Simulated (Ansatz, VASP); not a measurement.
## One calculation of AlN, two programs

```
CELL_PARAMETERS angstrom
0.00000 1.98213 1.96900
1.98213 0.00000 1.96900
1.98213 1.98213 0.00000
ATOMIC_POSITIONS crystal
Al 0.00000 0.00000 0.00000
N 0.50000 0.50000 0.50000
```

Alike in both runs: task single point; functional LDA; k mesh 8 × 8 × 8; occupations fermi-dirac, width 0.02 eV; no spin polarisation.

```csv
,VASP,Ansatz
version,VASP 6.6.1,Ansatz 0.2.0
potentials or method,"VASP PAW LDA potentials, release 64 (Al, N), cutoff 520 eV","plane waves, PAW"
valence electrons in the cell,8,8
```

Ansatz gave:

| Item | Value |
| --- | --- |
| pressure (GPa) | 12.6 |
| traceless stress, the component that is largest in VASP (GPa) | 1.74 |

**Question.** What did VASP give for the same quantities?

**Answer.** Pressure (GPa): 13.4; traceless stress, the component that is largest in VASP (GPa): 1.79.

LDA's correlation is that of Perdew and Zunger in VASP and of Perdew and Wang (1992) in Ansatz.
